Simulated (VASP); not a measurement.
# Si (Im-3m) in VASP: further runs

Si is run at these levels: PBE; tasks: single point.

Everything below comes from runs of VASP 6.6.1. Logs are shortened: lines on timing, memory, paths and dates and some standing lists are left out, and cuts for length are marked.

## Step 1: The cell of the first run

It takes space group Im-3m (No. 229, cubic). The conventional cell has a = 6.672 Å, b = 6.672 Å, c = 6.672 Å, α = 90.00°, β = 90.00°, γ = 90.00°. Si (site symmetry -4m2) has 4 Si at 2.36 Å within 3.1 Å.

## Step 2: Single point, PBE

The input, INCAR:

```
PREC     = Accurate       # precision mode
ENCUT    = 520            # plane-wave cutoff, eV
EDIFF    = 1E-7           # SCF threshold, eV
ISMEAR   = 1              # smearing method
SIGMA    = 0.1            # smearing width, eV
LREAL    = False          # projectors in reciprocal space
LASPH    = True           # aspherical terms in the spheres
NELM     = 80             # most SCF steps
ALGO     = Normal         # electronic algorithm
ISIF     = 2              # what is computed and relaxed
LWAVE    = False          # write WAVECAR
LCHARG   = False          # write CHGCAR
GGA      = PE             # functional
NBANDS   = 21             # bands
```

The input, KPOINTS:

```
Automatic mesh
0
Gamma
  6 6 6
```

The input, POSCAR:

```
Si
1.0
   -3.3360830000      3.3360830000      3.3360830000
    3.3360830000     -3.3360830000      3.3360830000
    3.3360830000      3.3360830000     -3.3360830000
Si
6
Direct
    0.7500000000      0.2500000000      0.5000000000
    0.7500000000      0.5000000000      0.2500000000
    0.5000000000      0.2500000000      0.7500000000
    0.2500000000      0.5000000000      0.7500000000
    0.2500000000      0.7500000000      0.5000000000
    0.5000000000      0.7500000000      0.2500000000
```

Potentials or basis: VASP PAW PBE potentials, release 64 (Si).

Command:

```bash
> cat potpaw_PBE.64/Si/POTCAR > POTCAR
> mpirun -np 1 vasp_std > vasp.out
```

OUTCAR:

```text
PREC = Accurate
   ENCUT = 520
   EDIFF = 1E-7
   ISMEAR = 1
   LREAL = False
   LASPH = True
   NELM = 80
   ISIF = 2
   GGA = PE

 ion  position               nearest neighbor table
   1  0.750  0.250  0.500-   2 2.36   3 2.36   4 2.36   6 2.36
   2  0.750  0.500  0.250-   1 2.36   5 2.36   6 2.36   3 2.36
   3  0.500  0.250  0.750-   1 2.36   2 2.36   4 2.36   5 2.36
   4  0.250  0.500  0.750-   3 2.36   5 2.36   6 2.36   1 2.36
   5  0.250  0.750  0.500-   3 2.36   4 2.36   6 2.36   2 2.36
   6  0.500  0.750  0.250-   1 2.36   2 2.36   5 2.36   4 2.36

  LATTYP: Found a body centered cubic cell.
 ALAT       =     6.6721660000

  Lattice vectors:

 A1 = (  -3.3360830000,   3.3360830000,   3.3360830000)
 A2 = (   3.3360830000,  -3.3360830000,   3.3360830000)
 A3 = (   3.3360830000,   3.3360830000,  -3.3360830000)

Analysis of symmetry for initial positions (statically):
=====================================================================
 Subroutine PRICEL returns:
 Original cell was already a primitive cell.

 Routine SETGRP: Setting up the symmetry group for a
 body centered cubic supercell.

 Subroutine GETGRP returns: Found 48 space group operations
 (whereof 48 operations were pure point group operations)
 out of a pool of 48 trial point group operations.

The static configuration has the point symmetry O_h .

Analysis of symmetry for dynamics (positions and initial velocities):
=====================================================================
 Subroutine PRICEL returns:
 Original cell was already a primitive cell.

 Routine SETGRP: Setting up the symmetry group for a
 body centered cubic supercell.

 Subroutine GETGRP returns: Found 48 space group operations
 (whereof 48 operations were pure point group operations)
 out of a pool of 48 trial point group operations.

The dynamic configuration has the point symmetry O_h .

 Subroutine INISYM returns: Found 48 space group operations
 (whereof 48 operations are pure point group operations),
 and found     1 'primitive' translations

----------------------------------------------------------------------------------------

                                     Primitive cell

  volume of cell :     148.5151
[... 87 lines left out ...]
   NELM   =     80;   NELMIN=  2; NELMDL= -5     # of ELM steps
   EDIFF  = 0.1E-06   stopping-criterion for ELM
   LREAL  =      F    real-space projection
   EDIFFG = 0.1E-05   stopping-criterion for IOM
   NSW    =      0    number of steps for IOM
   IBRION =     -1    ionic relax: 0-MD 1-quasi-New 2-CG
   NFREE  =      0    steps in history (QN), initial steepest desc. (CG)
   ISIF   =      2    stress and relaxation
   ISYM   =      2    0-nonsym 1-usesym 2-fastsym
   POTIM  = 0.5000    time-step for ionic-motion
   TEBEG  =    0.0;   TEEND  =   0.0 temperature during run
   PSTRESS=    0.0 pullay stress
   NELECT =      24.0000    total number of electrons
   NUPDOWN=      -1.0000    fix difference up-down
   EMIN   =  10.00;   EMAX   =-10.00  energy-range for DOS
   EFERMI =   0.00;   METHOD = LEGACY
   ISMEAR =     1;   SIGMA  =   0.10  broadening in eV -4-tet -1-fermi 0-gaus
   EFERMI_NEDOS =   21; number of points for ismear=-14 and -15
   IALGO  =     38    algorithm
   IMIX   =      4    mixing-type and parameters
     AMIX     =   0.40;   BMIX     =  1.00
     AMIX_MAG =   1.60;   BMIX_MAG =  1.00
  volume/ion in A,a.u.               =      24.75       167.04
  Fermi-wavevector in a.u.,A,eV,Ry     =   0.891706  1.685080 10.818533  0.795140
  Thomas-Fermi vector in A             =   2.013561
   LORBIT       =      0    0 simple, 1 ext, 2 COOP (PROOUT), +10 PAW based schemes
   GGA     = PE    functional components
   LHFCALC =     F    Hartree Fock is set to
   AEXX    =    0.0000 exact exchange contribution
   IVDW    =     0    specifies the selected vdW correction
   LEPSILON=     F    determine dielectric tensor
   LRPA    =     F    only Hartree local field effects (RPA)
 non-spin polarized calculation
 Methfessel and Paxton  Order N= 1 SIGMA  =   0.10
  energy-cutoff  :      520.00
  volume of cell :      148.52
 maximum number of plane-waves:      4034
 NGX is ok and might be reduce to    48
   NGX = 21   NGY = 21   NGZ = 21

 number of electron      23.9999999 magnetization

 Free energy of the ion-electron system (eV)
  ---------------------------------------------------
  ext. energy  EPLUGINS =         0.00000000
  ---------------------------------------------------
  free energy    TOTEN  =       -31.19128828 eV

  energy without entropy =      -31.19136850  energy(sigma->0) =      -31.19131502

 E-fermi :   4.0662     XC(G=0):  -8.1422

 val. band max:        4.0189441728   @ k =   0.5000   0.5000   0.5000
 cond. band min:       4.1339589617   @ k =  -0.3333   0.3333   0.3333
 fundamental gap:      0.1150147889
 Fermi energy:         4.0662012872

 k-point     1 :       0.0000    0.0000    0.0000
  band No.  band energies     occupation
      1      -7.7692      2.00000
      2      -3.2284      2.00000
      3      -3.2284      2.00000
      4      -3.0972      2.00000
      5      -3.0972      2.00000
      6      -3.0972      2.00000
[... 373 lines left out ...]
     20       8.2676      0.00000
     21       8.8491      0.00000

------------------------ aborting loop because EDIFF is reached ----------------------------------------

  FORCE on cell =-STRESS in cart. coord.  units (eV):
  Direction    XX          YY          ZZ          XY          YZ          ZX
  --------------------------------------------------------------------------------------
  -------------------------------------------------------------------------------------
  Total        1.7674859      1.7674859      1.7674859      0.0000000      0.0000000      0.0000000
  in kB       19.0675985     19.0675985     19.0675985      0.0000000      0.0000000      0.0000000
  external PRESSURE =      19.0675985 kB  Pullay stress =       0.0000000 kB

 VOLUME and BASIS-vectors are now :
 -----------------------------------------------------------------------------
  energy-cutoff  :      520.00
  volume of cell :      148.52
      direct lattice vectors                 reciprocal lattice vectors
    -3.336083000  3.336083000  3.336083000     0.000000000  0.149876367  0.149876367
     3.336083000 -3.336083000  3.336083000     0.149876367  0.000000000  0.149876367
     3.336083000  3.336083000 -3.336083000     0.149876367  0.149876367  0.000000000

 POSITION                                       TOTAL-FORCE (eV/Angst)
 -----------------------------------------------------------------------------------
      0.00000      3.33608      1.66804        -0.000000     -0.000000     -0.000000
      0.00000      1.66804      3.33608        -0.000000      0.000000     -0.000000
      1.66804      3.33608      0.00000        -0.000000     -0.000000      0.000000
      3.33608      1.66804      0.00000        -0.000000      0.000000      0.000000
      3.33608      0.00000      1.66804         0.000000     -0.000000     -0.000000
      1.66804      0.00000      3.33608        -0.000000     -0.000000     -0.000000
 -----------------------------------------------------------------------------------
    total drift:                               -0.000000     -0.000000      0.000000

  FREE ENERGIE OF THE ION-ELECTRON SYSTEM (eV)
  ---------------------------------------------------
  free  energy   TOTEN  =       -31.1912882821 eV

  energy  without entropy=      -31.1913685022  energy(sigma->0) =      -31.19131502
```

stdout:

```text
POSCAR found type information on POSCAR Si
 POSCAR found :  1 types and       6 ions
 scaLAPACK will be used
 LDA part: xc-table for (Slater+PW92), standard interpolation
 POSCAR, INCAR and KPOINTS ok, starting setup
 FFT: planning ... GRIDC
 FFT: planning ... GRID_SOFT
 FFT: planning ... GRID
 WAVECAR not read
 entering main loop
```

Run time: 24 s. Hardware: 1 thread of Intel Xeon 6975P-C (Granite Rapids), shared host; peak memory 0.29 GiB.

Results:

```yaml
Free_energy: -31.1913 eV
Pressure: 1.9 GPa
Band_gap_on_the_k_mesh: 0.12 eV, indirect (least direct gap 0.35 eV)
```

Levels at points of the mesh, in eV from the valence-band top:
```
           k point  band 9  band 10  band 11  band 12  band 13  band 14  band 15  band 16
(0.00, 0.00, 0.00)   -2.87    -2.09    -2.09    -2.09     2.04     2.04     2.04     2.53
(0.50, 0.00, 0.00)   -3.22    -2.08    -1.32    -0.70     1.17     2.30     2.66     2.79
(0.50, 0.50, 0.50)   -1.84     0.00     0.00     0.00     0.35     0.35     0.35     2.95
```

A k mesh can miss the band edges.

## Step 3: Single point, PBE

The input, INCAR:

```
SYSTEM = Si
PREC = Accurate
ENCUT = 520
EDIFF = 1E-7
ISMEAR = 1
SIGMA = 0.016
LREAL = .False.
LASPH = .True.
NELM = 60
ALGO = Normal
ISIF = 2
LWAVE = .False.
LCHARG = .True.
GGA = PE
LELF = .True.
LVHAR = .True.
NBANDS = 21
```

The input, KPOINTS:

```
regular mesh
0
Gamma
  6 6 6
  0 0 0
```

POSCAR is that of step 2.

Potentials or basis: VASP PAW PBE potentials, release 64 (Si).

Command:

```bash
> cat potpaw_PBE.64/Si/POTCAR > POTCAR
> mpirun -np 1 vasp_std > vasp.out
```

OUTCAR:

```text
SYSTEM = Si
   PREC = Accurate
   ENCUT = 520
   EDIFF = 1E-7
   ISMEAR = 1
   LREAL = .False.
   LASPH = .True.
   NELM = 60
   ISIF = 2
   GGA = PE

 ion  position               nearest neighbor table
   1  0.750  0.250  0.500-   2 2.36   3 2.36   4 2.36   6 2.36
   2  0.750  0.500  0.250-   1 2.36   5 2.36   6 2.36   3 2.36
   3  0.500  0.250  0.750-   1 2.36   2 2.36   4 2.36   5 2.36
   4  0.250  0.500  0.750-   3 2.36   5 2.36   6 2.36   1 2.36
   5  0.250  0.750  0.500-   3 2.36   4 2.36   6 2.36   2 2.36
   6  0.500  0.750  0.250-   1 2.36   2 2.36   5 2.36   4 2.36

  LATTYP: Found a body centered cubic cell.
 ALAT       =     6.6721660000

  Lattice vectors:

 A1 = (  -3.3360830000,   3.3360830000,   3.3360830000)
 A2 = (   3.3360830000,  -3.3360830000,   3.3360830000)
 A3 = (   3.3360830000,   3.3360830000,  -3.3360830000)

Analysis of symmetry for initial positions (statically):
=====================================================================
 Subroutine PRICEL returns:
 Original cell was already a primitive cell.

 Routine SETGRP: Setting up the symmetry group for a
 body centered cubic supercell.

 Subroutine GETGRP returns: Found 48 space group operations
 (whereof 48 operations were pure point group operations)
 out of a pool of 48 trial point group operations.

The static configuration has the point symmetry O_h .

Analysis of symmetry for dynamics (positions and initial velocities):
=====================================================================
 Subroutine PRICEL returns:
 Original cell was already a primitive cell.

 Routine SETGRP: Setting up the symmetry group for a
 body centered cubic supercell.

 Subroutine GETGRP returns: Found 48 space group operations
 (whereof 48 operations were pure point group operations)
 out of a pool of 48 trial point group operations.

The dynamic configuration has the point symmetry O_h .

 Subroutine INISYM returns: Found 48 space group operations
 (whereof 48 operations are pure point group operations),
 and found     1 'primitive' translations

----------------------------------------------------------------------------------------

                                     Primitive cell

  volume of cell :     148.5151

  direct lattice vectors                    reciprocal lattice vectors
    -3.336083000  3.336083000  3.336083000     0.000000000  0.149876367  0.149876367
     3.336083000 -3.336083000  3.336083000     0.149876367  0.000000000  0.149876367
     3.336083000  3.336083000 -3.336083000     0.149876367  0.149876367  0.000000000

  length of vectors
     5.778265254  5.778265254  5.778265254     0.211957191  0.211957191  0.211957191

  position of ions in fractional coordinates (direct lattice)
     0.750000000  0.250000000  0.500000000
     0.750000000  0.500000000  0.250000000
     0.500000000  0.250000000  0.750000000
     0.250000000  0.500000000  0.750000000
     0.250000000  0.750000000  0.500000000
     0.500000000  0.750000000  0.250000000

  ion indices of the primitive-cell ions
   primitive index   ion index
                 1           1
                 2           2
                 3           3
                 4           4
                 5           5
[... 29 lines left out ...]
            Coordinates               Weight
  0.000000  0.000000  0.000000      1.000000
  0.166667  0.000000  0.000000     12.000000
  0.333333  0.000000  0.000000     12.000000
  0.500000  0.000000  0.000000      6.000000
  0.166667  0.166667  0.000000     24.000000
  0.333333  0.166667  0.000000     48.000000
[... 8 lines left out ...]
  0.500000  0.500000  0.333333     12.000000
  0.500000  0.500000  0.500000      1.000000
   k-points           NKPTS =     16   k-points in BZ     NKDIM =     16   number of bands    NBANDS=     21
   number of dos      NEDOS =    301   number of ions     NIONS =      6
   total plane-waves  NPLWV = 110592
   dimension x,y,z NGX =    48 NGY =   48 NGZ =   48
   dimension x,y,z NGXF=    96 NGYF=   96 NGZF=   96
   ions per type =               6
   NGX,Y,Z   is equivalent  to a cutoff of  13.81, 13.81, 13.81 a.u.
   NGXF,Y,Z  is equivalent  to a cutoff of  27.62, 27.62, 27.62 a.u.
 SYSTEM =  Si
   PREC   = accura    normal or accurate (medium, high low for compatibility)
   ISTART =      0    job   : 0-new  1-cont  2-samecut
   ICHARG =      2    charge: 1-file 2-atom 10-const
   ISPIN  =      1    spin polarized calculation?
   LNONCOLLINEAR =      F non collinear calculations
   LSORBIT =      F    spin-orbit coupling
   LASPH  =      T    aspherical Exc in radial PAW
   ENCUT  =  520.0 eV  38.22 Ry    6.18 a.u.  10.74 10.74 10.74*2*pi/ulx,y,z
   NELM   =     60;   NELMIN=  2; NELMDL= -5     # of ELM steps
   EDIFF  = 0.1E-06   stopping-criterion for ELM
   LREAL  =      F    real-space projection
   EDIFFG = 0.1E-05   stopping-criterion for IOM
   NSW    =      0    number of steps for IOM
   IBRION =     -1    ionic relax: 0-MD 1-quasi-New 2-CG
   NFREE  =      0    steps in history (QN), initial steepest desc. (CG)
   ISIF   =      2    stress and relaxation
   ISYM   =      2    0-nonsym 1-usesym 2-fastsym
   POTIM  = 0.5000    time-step for ionic-motion
   TEBEG  =    0.0;   TEEND  =   0.0 temperature during run
   PSTRESS=    0.0 pullay stress
   NELECT =      24.0000    total number of electrons
   NUPDOWN=      -1.0000    fix difference up-down
   EMIN   =  10.00;   EMAX   =-10.00  energy-range for DOS
   EFERMI =   0.00;   METHOD = LEGACY
   ISMEAR =     1;   SIGMA  =   0.02  broadening in eV -4-tet -1-fermi 0-gaus
   EFERMI_NEDOS =   21; number of points for ismear=-14 and -15
   IALGO  =     38    algorithm
   IMIX   =      4    mixing-type and parameters
     AMIX     =   0.40;   BMIX     =  1.00
     AMIX_MAG =   1.60;   BMIX_MAG =  1.00
  volume/ion in A,a.u.               =      24.75       167.04
  Fermi-wavevector in a.u.,A,eV,Ry     =   0.891706  1.685080 10.818533  0.795140
  Thomas-Fermi vector in A             =   2.013561
   LORBIT       =      0    0 simple, 1 ext, 2 COOP (PROOUT), +10 PAW based schemes
   GGA     = PE    functional components
   LHFCALC =     F    Hartree Fock is set to
   AEXX    =    0.0000 exact exchange contribution
   IVDW    =     0    specifies the selected vdW correction
   LEPSILON=     F    determine dielectric tensor
   LRPA    =     F    only Hartree local field effects (RPA)
 non-spin polarized calculation
 Methfessel and Paxton  Order N= 1 SIGMA  =   0.02
  energy-cutoff  :      520.00
  volume of cell :      148.52
 maximum number of plane-waves:      4034
 NGX is ok and might be reduce to    48
   NGX = 21   NGY = 21   NGZ = 21

 number of electron      23.9999999 magnetization

 Free energy of the ion-electron system (eV)
  ---------------------------------------------------
  ext. energy  EPLUGINS =         0.00000000
  ---------------------------------------------------
  free energy    TOTEN  =       -31.19147254 eV

  energy without entropy =      -31.19148542  energy(sigma->0) =      -31.19147683

 E-fermi :   4.0332     XC(G=0):  -8.1418

 val. band max:        4.0197593626   @ k =   0.5000   0.5000   0.5000
 cond. band min:       4.1344011929   @ k =  -0.3333   0.3333   0.3333
 fundamental gap:      0.1146418303
 Fermi energy:         4.0332294742

 k-point     1 :       0.0000    0.0000    0.0000
  band No.  band energies     occupation
      1      -7.7685      2.00000
      2      -3.2276      2.00000
      3      -3.2276      2.00000
      4      -3.0965      2.00000
      5      -3.0965      2.00000
      6      -3.0965      2.00000
[... 373 lines left out ...]
     20       8.2682      0.00000
     21       8.8496      0.00000

------------------------ aborting loop because EDIFF is reached ----------------------------------------

  FORCE on cell =-STRESS in cart. coord.  units (eV):
  Direction    XX          YY          ZZ          XY          YZ          ZX
  --------------------------------------------------------------------------------------
  -------------------------------------------------------------------------------------
  Total        1.7725926      1.7725926      1.7725926     -0.0000000     -0.0000000      0.0000000
  in kB       19.1226901     19.1226901     19.1226901     -0.0000000     -0.0000000      0.0000000
  external PRESSURE =      19.1226901 kB  Pullay stress =       0.0000000 kB

 VOLUME and BASIS-vectors are now :
 -----------------------------------------------------------------------------
  energy-cutoff  :      520.00
  volume of cell :      148.52
      direct lattice vectors                 reciprocal lattice vectors
    -3.336083000  3.336083000  3.336083000     0.000000000  0.149876367  0.149876367
     3.336083000 -3.336083000  3.336083000     0.149876367  0.000000000  0.149876367
     3.336083000  3.336083000 -3.336083000     0.149876367  0.149876367  0.000000000

 POSITION                                       TOTAL-FORCE (eV/Angst)
 -----------------------------------------------------------------------------------
      0.00000      3.33608      1.66804        -0.000000      0.000000      0.000000
      0.00000      1.66804      3.33608        -0.000000     -0.000000      0.000000
      1.66804      3.33608      0.00000         0.000000     -0.000000     -0.000000
      3.33608      1.66804      0.00000         0.000000     -0.000000     -0.000000
      3.33608      0.00000      1.66804         0.000000     -0.000000      0.000000
      1.66804      0.00000      3.33608         0.000000     -0.000000      0.000000
 -----------------------------------------------------------------------------------
    total drift:                               -0.000000     -0.000000      0.000000

  FREE ENERGIE OF THE ION-ELECTRON SYSTEM (eV)
  ---------------------------------------------------
  free  energy   TOTEN  =       -31.1914725354 eV

  energy  without entropy=      -31.1914854196  energy(sigma->0) =      -31.19147683
```

Run time: 26 s. Hardware: 1 thread of Intel Xeon 6975P-C (Granite Rapids), shared host; peak memory 0.29 GiB.

What came out:

```yaml
Free_energy: -31.1915 eV
Pressure: 1.9 GPa
Band_gap_on_the_k_mesh: 0.11 eV, indirect (least direct gap 0.35 eV)
```

Levels at points of the mesh, in eV from the valence-band top:
```tsv
k point	band 10	band 11	band 12	band 13	band 14	band 15
(0.00, 0.00, 0.00)	-2.09	-2.09	-2.09	2.04	2.04	2.04
(0.50, 0.00, 0.00)	-2.08	-1.32	-0.70	1.17	2.30	2.66
(0.50, 0.50, 0.50)	0.00	0.00	0.00	0.35	0.35	0.35
```
